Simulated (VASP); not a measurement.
# Mo (Im-3m) in VASP: notebook

The runs below take Mo through single point, with r2SCAN.

Everything below comes from runs of VASP 6.6.1. Logs are shortened: lines on timing, memory, paths and dates and some standing lists are left out, and cuts for length are marked.

### 1 The cell of the first run

It takes space group Im-3m (No. 229, cubic). The conventional cell has a = 3.168 Å, b = 3.168 Å, c = 3.168 Å, α = 90.00°, β = 90.00°, γ = 90.00°. Within 3.6 Å of Mo (site symmetry m-3m) lie 14 Mo at 2.74 to 3.17 Å.

### 2 Single point, r2SCAN

POSCAR reads:

```
Mo
1.0
   -1.5838089700      1.5838089700      1.5838089700
    1.5838089700     -1.5838089700      1.5838089700
    1.5838089700      1.5838089700     -1.5838089700
Mo
1
Direct
    0.0000000000      0.0000000000      0.0000000000
```

INCAR.step1 reads:

```
SYSTEM = Mo
  ALGO = Normal
  EDIFF = 1E-4
  ENCUT = 520
  GGA = PE
  ISMEAR = 0
  LASPH = .TRUE.
  LCHARG = .FALSE.
  LREAL = .FALSE.
  LWAVE = .TRUE.
  NBANDS = 13
  NELM = 60
  PREC = Accurate
  SIGMA = 0.1
```

INCAR.step2 reads:

```
SYSTEM = Mo
  ALGO = Normal
  EDIFF = 1E-6
  ENCUT = 520
  ISIF = 2
  ISMEAR = 0
  ISTART = 1
  LASPH = .TRUE.
  LCHARG = .FALSE.
  LMIXTAU = .TRUE.
  LREAL = .FALSE.
  LWAVE = .FALSE.
  METAGGA = R2SCAN
  NBANDS = 13
  NELM = 60
  PREC = Accurate
  SIGMA = 0.1
```

KPOINTS reads:

```
k-points
0
G
  8 8 8
  0 0 0
```

Potentials or basis: VASP PAW PBE potentials, release 64 (Mo_sv).

Started as:

```
$ cat potpaw_PBE.64/Mo_sv/POTCAR > POTCAR
$ cp INCAR.step1 INCAR
$ mpirun -np 1 vasp_std > vasp.out
$ cp INCAR.step2 INCAR
$ mpirun -np 1 vasp_std > vasp.out
```

OUTCAR:

```text
SYSTEM = Mo
   EDIFF = 1E-6
   ENCUT = 520
   ISIF = 2
   ISMEAR = 0
   ISTART = 1
   LASPH = .TRUE.
   LREAL = .FALSE.
   METAGGA = R2SCAN
   NELM = 60
   PREC = Accurate

 ion  position               nearest neighbor table
   1  0.000  0.000  0.000-

  LATTYP: Found a body centered cubic cell.
 ALAT       =     3.1676179400

  Lattice vectors:

 A1 = (  -1.5838089700,   1.5838089700,   1.5838089700)
 A2 = (   1.5838089700,  -1.5838089700,   1.5838089700)
 A3 = (   1.5838089700,   1.5838089700,  -1.5838089700)

Analysis of symmetry for initial positions (statically):
=====================================================================
 Subroutine PRICEL returns:
 Original cell was already a primitive cell.

 Routine SETGRP: Setting up the symmetry group for a
 body centered cubic supercell.

 Subroutine GETGRP returns: Found 48 space group operations
 (whereof 48 operations were pure point group operations)
 out of a pool of 48 trial point group operations.

The static configuration has the point symmetry O_h .

Analysis of symmetry for dynamics (positions and initial velocities):
=====================================================================
 Subroutine PRICEL returns:
 Original cell was already a primitive cell.

 Routine SETGRP: Setting up the symmetry group for a
 body centered cubic supercell.

 Subroutine GETGRP returns: Found 48 space group operations
 (whereof 48 operations were pure point group operations)
 out of a pool of 48 trial point group operations.

The dynamic configuration has the point symmetry O_h .

 Subroutine INISYM returns: Found 48 space group operations
 (whereof 48 operations are pure point group operations),
 and found     1 'primitive' translations

----------------------------------------------------------------------------------------

                                     Primitive cell

  volume of cell :      15.8916

  direct lattice vectors                    reciprocal lattice vectors
    -1.583808970  1.583808970  1.583808970     0.000000000  0.315694638  0.315694638
     1.583808970 -1.583808970  1.583808970     0.315694638  0.000000000  0.315694638
     1.583808970  1.583808970 -1.583808970     0.315694638  0.315694638  0.000000000

  length of vectors
     2.743237606  2.743237606  2.743237606     0.446459639  0.446459639  0.446459639

  position of ions in fractional coordinates (direct lattice)
     0.000000000  0.000000000  0.000000000

  ion indices of the primitive-cell ions
   primitive index   ion index
                 1           1

----------------------------------------------------------------------------------------

 KPOINTS: k-points

Automatic generation of k-mesh.
 Grid dimensions read from file:
 generate k-points for:    8    8    8

 Generating k-lattice:

  Cartesian coordinates                     Fractional coordinates (reciprocal lattice)
     0.000000000  0.039461830  0.039461830     0.125000000  0.000000000  0.000000000
     0.039461830  0.000000000  0.039461830     0.000000000  0.125000000  0.000000000
     0.039461830  0.039461830  0.000000000     0.000000000  0.000000000  0.125000000

  Length of vectors
     0.055807455  0.055807455  0.055807455

  Shift w.r.t. Gamma in fractional coordinates (k-lattice)
     0.000000000  0.000000000  0.000000000

 Subroutine IBZKPT returns following result:
 ===========================================

 Found     29 irreducible k-points:

 Following reciprocal coordinates:
            Coordinates               Weight
  0.000000  0.000000  0.000000      1.000000
  0.125000  0.000000  0.000000     12.000000
  0.250000  0.000000  0.000000     12.000000
  0.375000  0.000000  0.000000     12.000000
  0.500000  0.000000  0.000000      6.000000
  0.125000  0.125000  0.000000     24.000000
[... 16 lines left out ...]
 -0.250000  0.250000  0.250000      6.000000
 -0.375000  0.375000  0.250000     24.000000
 [... further k-points ...]
   k-points           NKPTS =     29   k-points in BZ     NKDIM =     29   number of bands    NBANDS=     13
   number of dos      NEDOS =    301   number of ions     NIONS =      1
   total plane-waves  NPLWV =   8000
   dimension x,y,z NGX =    20 NGY =   20 NGZ =   20
   dimension x,y,z NGXF=    40 NGYF=   40 NGZF=   40
   ions per type =               1
   NGX,Y,Z   is equivalent  to a cutoff of  12.12, 12.12, 12.12 a.u.
   NGXF,Y,Z  is equivalent  to a cutoff of  24.24, 24.24, 24.24 a.u.
 SYSTEM =  Mo
   PREC   = accura    normal or accurate (medium, high low for compatibility)
   ISTART =      1    job   : 0-new  1-cont  2-samecut
   ICHARG =      0    charge: 1-file 2-atom 10-const
   ISPIN  =      1    spin polarized calculation?
   LNONCOLLINEAR =      F non collinear calculations
   LSORBIT =      F    spin-orbit coupling
   LASPH  =      T    aspherical Exc in radial PAW
   ENCUT  =  520.0 eV  38.22 Ry    6.18 a.u.   5.10  5.10  5.10*2*pi/ulx,y,z
   NELM   =     60;   NELMIN=  2; NELMDL=  0     # of ELM steps
   EDIFF  = 0.1E-05   stopping-criterion for ELM
   LREAL  =      F    real-space projection
   EDIFFG = 0.1E-04   stopping-criterion for IOM
   NSW    =      0    number of steps for IOM
   IBRION =     -1    ionic relax: 0-MD 1-quasi-New 2-CG
   NFREE  =      0    steps in history (QN), initial steepest desc. (CG)
   ISIF   =      2    stress and relaxation
   ISYM   =      2    0-nonsym 1-usesym 2-fastsym
   POTIM  = 0.5000    time-step for ionic-motion
   TEBEG  =    0.0;   TEEND  =   0.0 temperature during run
   PSTRESS=    0.0 pullay stress
   NELECT =      14.0000    total number of electrons
   NUPDOWN=      -1.0000    fix difference up-down
   EMIN   =  10.00;   EMAX   =-10.00  energy-range for DOS
   EFERMI =   0.00;   METHOD = LEGACY
   ISMEAR =     0;   SIGMA  =   0.10  broadening in eV -4-tet -1-fermi 0-gaus
   EFERMI_NEDOS =   21; number of points for ismear=-14 and -15
   IALGO  =     38    algorithm
   IMIX   =      4    mixing-type and parameters
     AMIX     =   0.40;   BMIX     =  1.00
     AMIX_MAG =   1.60;   BMIX_MAG =  1.00
  volume/ion in A,a.u.               =      15.89       107.24
  Fermi-wavevector in a.u.,A,eV,Ry     =   1.569380  2.965698 33.510508  2.462953
  Thomas-Fermi vector in A             =   2.671271
   LORBIT       =      0    0 simple, 1 ext, 2 COOP (PROOUT), +10 PAW based schemes
   METAGGA = R2SCAN    functional components
   LHFCALC =     F    Hartree Fock is set to
   AEXX    =    0.0000 exact exchange contribution
   IVDW    =     0    specifies the selected vdW correction
   LEPSILON=     F    determine dielectric tensor
   LRPA    =     F    only Hartree local field effects (RPA)
 non-spin polarized calculation
 Gauss-broadening in eV      SIGMA  =   0.10
  energy-cutoff  :      520.00
  volume of cell :       15.89
 maximum number of plane-waves:       439
   NGX = 11   NGY = 11   NGZ = 11

 number of electron      14.0000005 magnetization

 Free energy of the ion-electron system (eV)
  ---------------------------------------------------
  ext. energy  EPLUGINS =         0.00000000
  ---------------------------------------------------
  free energy    TOTEN  =       -26.05943833 eV

  energy without entropy =      -26.05569418  energy(sigma->0) =      -26.05756625

 E-fermi :  12.1722     XC(G=0): -14.5365

 val. band max:       11.9744731437   @ k =   0.3750   0.1250   0.0000
 cond. band min:      12.1906948276   @ k =   0.3750   0.0000   0.0000
 fundamental gap:      0.2162216839
 Fermi energy:        12.1721777255

 k-point     1 :       0.0000    0.0000    0.0000
  band No.  band energies     occupation
      1     -50.9655      2.00000
      2     -23.4742      2.00000
      3     -23.4742      2.00000
      4     -23.4742      2.00000
      5       4.6728      2.00000
      6      10.8794      2.00000
      7      10.8794      2.00000
      8      10.8794      2.00000
      9      14.1572      0.00000
     10      14.1572      0.00000
     11      27.7532      0.00000
     12      27.7532      0.00000
     13      27.7532      0.00000

 k-point     2 :       0.1250    0.0000    0.0000
  band No.  band energies     occupation
      1     -50.9262      2.00000
      2     -23.6963      2.00000
      3     -23.5427      2.00000
      4     -23.4757      2.00000
      5       5.3551      2.00000
      6      10.5031      2.00000
      7      10.7835      2.00000
      8      11.5336      2.00000
      9      13.7013      0.00000
     10      14.1716      0.00000
     11      28.1663      0.00000
     12      28.8654      0.00000
     13      28.9209      0.00000

 k-point     3 :       0.2500    0.0000    0.0000
  band No.  band energies     occupation
      1     -50.8301      2.00000
      2     -24.2129      2.00000
      3     -23.7049      2.00000
      4     -23.4796      2.00000
      5       6.7430      2.00000
      6       9.7069      2.00000
      7      10.6495      2.00000
      8      13.3455      0.00000
      9      13.5621      0.00000
     10      14.3087      0.00000
     11      27.6880      0.00000
     12      28.9691      0.00000
     13      32.0056      0.00000
[... 305 lines left out ...]
 k-point    23 :      -0.2500    0.2500    0.2500
  band No.  band energies     occupation
      1     -50.7143      2.00000
      2     -24.2405      2.00000
      3     -23.9564      2.00000
      4     -23.9564      2.00000
      5       8.3427      2.00000
      6       9.6520      2.00000
      7      11.6152      2.00000
      8      11.6153      2.00000
      9      13.1629      0.00000
     10      15.9054      0.00000
     11      28.1912      0.00000
     12      31.0302      0.00000
     13      31.4536      0.00000

 k-point    24 :      -0.3750    0.3750    0.2500
  band No.  band energies     occupation
      1     -50.6311      2.00000
      2     -24.5346      2.00000
      3     -24.1282      2.00000
      4     -23.9991      2.00000
      5       8.2757      2.00000
      6       8.8492      2.00000
      7      11.6113      2.00000
      8      12.4892      0.00001
      9      15.2065      0.00000
     10      17.4525      0.00000
     11      26.5268      0.00000
     12      28.6060      0.00000
     13      29.7575      0.00000

 [... further k-points ...]
[... 5 lines left out ...]
  --------------------------------------------------------------------------------------
  -------------------------------------------------------------------------------------
  Total       -0.2103868     -0.2103868     -0.2103868      0.0000000     -0.0000000      0.0000000
  in kB      -21.2109784    -21.2109784    -21.2109784      0.0000000     -0.0000000      0.0000000
  external PRESSURE =     -21.2109784 kB  Pullay stress =       0.0000000 kB

 VOLUME and BASIS-vectors are now :
 -----------------------------------------------------------------------------
  energy-cutoff  :      520.00
  volume of cell :       15.89
      direct lattice vectors                 reciprocal lattice vectors
    -1.583808970  1.583808970  1.583808970     0.000000000  0.315694638  0.315694638
     1.583808970 -1.583808970  1.583808970     0.315694638  0.000000000  0.315694638
     1.583808970  1.583808970 -1.583808970     0.315694638  0.315694638  0.000000000

 POSITION                                       TOTAL-FORCE (eV/Angst)
 -----------------------------------------------------------------------------------
      0.00000      0.00000      0.00000         0.000000      0.000000      0.000000
 -----------------------------------------------------------------------------------
    total drift:                                0.000000     -0.000000      0.000000

  FREE ENERGIE OF THE ION-ELECTRON SYSTEM (eV)
  ---------------------------------------------------
  free  energy   TOTEN  =       -26.0594383256 eV

  energy  without entropy=      -26.0556941758  energy(sigma->0) =      -26.05756625
```

Run time: 19 s. Hardware: 1 thread of Intel Xeon Platinum 8259CL at 2.50GHz (Skylake/Cascade Lake), shared host; peak memory 0.13 GiB.

Results:

```
Free energy            : -26.0594 eV
Pressure               : -2.1 GPa
Band gap on the k mesh : zero (band 7 reaches 16.31 eV, above the bottom of band 8 at 10.88 eV)
```

Caveat: the PAW data sets were made with another functional, which shifts forces and pressure a little.

### 3 Single point, r2SCAN

This run uses another cell than the first one, of 15.63 Å³/atom, 0.983 times its volume.

POSCAR reads:

```
Mo
1.0
   -1.5749454975      1.5749454975      1.5749454975
    1.5749454975     -1.5749454975      1.5749454975
    1.5749454975      1.5749454975     -1.5749454975
Mo
1
Direct
    0.0000000000      0.0000000000      0.0000000000
```

INCAR.step1 reads:

```
ALGO = Normal
EDIFF = 1E-4
ENCUT = 520
GGA = PE
ISMEAR = 0
LASPH = True
LCHARG = False
LREAL = False
LWAVE = True
NBANDS = 13
NELM = 60
PREC = Accurate
SIGMA = 0.1
```

INCAR.step2 reads:

```
ALGO = Normal
EDIFF = 1E-6
ENCUT = 520
ISIF = 2
ISMEAR = 0
ISTART = 1
LASPH = True
LCHARG = True
LELF = True
LMIXTAU = True
LREAL = False
LVHAR = True
LWAVE = False
METAGGA = R2SCAN
NBANDS = 13
NELM = 60
PREC = Accurate
SIGMA = 0.1
```

KPOINTS reads:

```
k-points
0
Gamma
  16 16 16
```

Potentials or basis: VASP PAW PBE potentials, release 64 (Mo_sv).

Started as:

```
$ cat potpaw_PBE.64/Mo_sv/POTCAR > POTCAR
$ cp INCAR.step1 INCAR
$ mpirun -np 1 vasp_std > vasp.out
$ cp INCAR.step2 INCAR
$ mpirun -np 1 vasp_std > vasp.out
```

Wall time 1.8 min (1 thread of Intel Xeon Platinum 8259CL at 2.50GHz (Skylake/Cascade Lake), shared host); peak memory 0.15 GiB.

The run converged. Its results:

| Quantity | Value |
| --- | --- |
| Free energy | -26.0843 eV |
| Pressure | 1.1 GPa |
| Band gap on the k mesh | zero (band 7 reaches 16.70 eV, above the bottom of band 8 at 11.13 eV) |

Levels at points of the mesh, in eV from the Fermi level:
| k point | band 4 | band 5 | band 6 | band 7 | band 8 | band 9 | band 10 | band 11 |
| --- | --- | --- | --- | --- | --- | --- | --- | --- |
| (0.00, 0.00, 0.00) | -35.69 | -7.66 | -1.42 | -1.42 | -1.42 | 1.92 | 1.92 | 15.50 |
| (0.50, 0.00, 0.00) | -35.70 | -5.59 | -3.58 | 1.58 | 1.90 | 2.60 | 4.94 | 12.26 |
| (0.50, 0.50, 0.50) | -36.72 | -5.65 | -5.65 | 4.15 | 4.15 | 4.15 | 9.48 | 9.48 |

Caveat: the PAW data sets were made with another functional, which shifts forces and pressure a little.

### 4 Single point, r2SCAN

This run uses another cell than the first one, of 15.64 Å³/atom, 0.984 times its volume.

POSCAR reads:

```
Mo
1.0
   -1.5754959197      1.5754959197      1.5754959197
    1.5754959197     -1.5754959197      1.5754959197
    1.5754959197      1.5754959197     -1.5754959197
Mo
1
Direct
    0.0000000000      0.0000000000      0.0000000000
```

INCAR.step1 reads:

```
PREC = Accurate
ENCUT = 520
ISMEAR = -1
SIGMA = 0.15
LREAL = F
LASPH = T
NELM = 80
NBANDS = 13
GGA = PE
ALGO = Normal
EDIFF = 1E-4
LWAVE = T
LCHARG = F
```

INCAR.step2 reads:

```
PREC = Accurate
ENCUT = 520
EDIFF = 1E-6
ISMEAR = -1
SIGMA = 0.15
LREAL = F
LASPH = T
NELM = 80
ALGO = Normal
ISIF = 2
LWAVE = F
LCHARG = F
METAGGA = R2SCAN
LMIXTAU = T
NBANDS = 13
ISTART = 1
```

KPOINTS reads:

```
Automatic mesh
0
Gamma
  16 16 16
```

Potentials or basis: VASP PAW PBE potentials, release 64 (Mo_sv).

Started as:

```
$ cat potpaw_PBE.64/Mo_sv/POTCAR > POTCAR
$ cp INCAR.step1 INCAR
$ mpirun -np 1 vasp_std > vasp.out
$ cp INCAR.step2 INCAR
$ mpirun -np 1 vasp_std > vasp.out
```

OUTCAR:

```text
PREC = Accurate
   ENCUT = 520
   EDIFF = 1E-6
   ISMEAR = -1
   LREAL = F
   LASPH = T
   NELM = 80
   ISIF = 2
   METAGGA = R2SCAN
   ISTART = 1

 ion  position               nearest neighbor table
   1  0.000  0.000  0.000-

  LATTYP: Found a body centered cubic cell.
 ALAT       =     3.1509918394

  Lattice vectors:

 A1 = (  -1.5754959197,   1.5754959197,   1.5754959197)
 A2 = (   1.5754959197,  -1.5754959197,   1.5754959197)
[... 553 lines left out ...]
      4     -23.2835      2.00000
      5       8.1327      2.00000
      6       9.4802      2.00000
      7      10.6065      1.99999
      8      13.7802      0.00048
      9      15.2118      0.00000
     10      17.3598      0.00000
     11      26.4319      0.00000
     12      27.8625      0.00000
     13      31.0776      0.00000

 [... further k-points ...]
[... 5 lines left out ...]
  --------------------------------------------------------------------------------------
  -------------------------------------------------------------------------------------
  Total        0.1039397      0.1039397      0.1039397     -0.0000000      0.0000000     -0.0000000
  in kB       10.6458441     10.6458441     10.6458441     -0.0000000      0.0000000     -0.0000000
  external PRESSURE =      10.6458441 kB  Pullay stress =       0.0000000 kB

 VOLUME and BASIS-vectors are now :
 -----------------------------------------------------------------------------
  energy-cutoff  :      520.00
  volume of cell :       15.64
      direct lattice vectors                 reciprocal lattice vectors
    -1.575495920  1.575495920  1.575495920     0.000000000  0.317360390  0.317360390
     1.575495920 -1.575495920  1.575495920     0.317360390  0.000000000  0.317360390
     1.575495920  1.575495920 -1.575495920     0.317360390  0.317360390  0.000000000

 POSITION                                       TOTAL-FORCE (eV/Angst)
 -----------------------------------------------------------------------------------
      0.00000      0.00000      0.00000         0.000000     -0.000000      0.000000
 -----------------------------------------------------------------------------------
    total drift:                                0.000000     -0.000000      0.000000

  FREE ENERGIE OF THE ION-ELECTRON SYSTEM (eV)
  ---------------------------------------------------
  free  energy   TOTEN  =       -26.1025277983 eV

  energy  without entropy=      -26.0608508780  energy(sigma->0) =      -26.08168934
```

OSZICAR.step1:

```text
N       E                     dE             d eps       ncg     rms          rms(c)
DAV:   1     0.898394555938E+02    0.89839E+02   -0.80622E+03  3844   0.110E+03
DAV:   2    -0.104491428126E+02   -0.10029E+03   -0.96403E+02  4345   0.310E+02
DAV:   3    -0.116121340859E+02   -0.11630E+01   -0.11598E+01  4225   0.329E+01
DAV:   4    -0.116147955485E+02   -0.26615E-02   -0.26614E-02  4230   0.191E+00
DAV:   5    -0.116148128768E+02   -0.17328E-04   -0.17327E-04  4232   0.137E-01    0.147E+01
DAV:   6    -0.110415137843E+02    0.57330E+00   -0.71221E-01  3845   0.104E+01    0.401E+00
DAV:   7    -0.109633576226E+02    0.78156E-01   -0.14242E-01  4190   0.442E+00    0.931E-01
DAV:   8    -0.109598033977E+02    0.35542E-02   -0.42095E-03  3905   0.815E-01    0.176E-01
DAV:   9    -0.109598640458E+02   -0.60648E-04   -0.10275E-04  3257   0.130E-01
   1 F= -.10959864E+02 E0= -.10936687E+02  d E =-.463546E-01
```

Wall time 2.1 min (1 thread of Intel Xeon Platinum 8259CL at 2.50GHz (Skylake/Cascade Lake), shared host); peak memory 0.14 GiB.

What came out:

```yaml
Free_energy: -26.1025 eV
Pressure: 1.1 GPa
Band_gap_on_the_k_mesh: zero (band 7 reaches 16.68 eV, above the bottom of band 8 at 11.12 eV)
```

Levels at points of the mesh, in eV from the Fermi level:
| k point | band 4 | band 5 | band 6 | band 7 | band 8 | band 9 | band 10 | band 11 |
| --- | --- | --- | --- | --- | --- | --- | --- | --- |
| (0.00, 0.00, 0.00) | -35.68 | -7.65 | -1.41 | -1.41 | -1.41 | 1.92 | 1.92 | 15.50 |
| (0.50, 0.00, 0.00) | -35.70 | -5.58 | -3.57 | 1.59 | 1.90 | 2.60 | 4.94 | 12.25 |
| (0.50, 0.50, 0.50) | -36.72 | -5.63 | -5.63 | 4.15 | 4.15 | 4.15 | 9.48 | 9.48 |

Caveat: the PAW data sets were made with another functional, which shifts forces and pressure a little.

### 5 Overview

| cell | k mesh | smearing | gap on the mesh (eV) | pressure (GPa) |
| --- | --- | --- | --- | --- |
| a = 2.743 Å, angles 109.5°, 1 atom | 8 × 8 × 8 | gaussian 0.1 eV | none | -2.1 |
| a = 2.728 Å, angles 109.5°, 1 atom | 16 × 16 × 16 | gaussian 0.1 eV | none | 1.1 |
| a = 2.729 Å, angles 109.5°, 1 atom | 16 × 16 × 16 | fermi-dirac 0.15 eV | none | 1.1 |

Alike in all rows: task single point; level r2SCAN; potentials or basis VASP PAW PBE potentials, release 64 (Mo_sv); no spin polarisation; cutoff (eV) 520.

Caveats: the PAW data sets were made with another functional, which shifts forces and pressure a little.

Absolute energies hang on the potentials; compare differences alone.
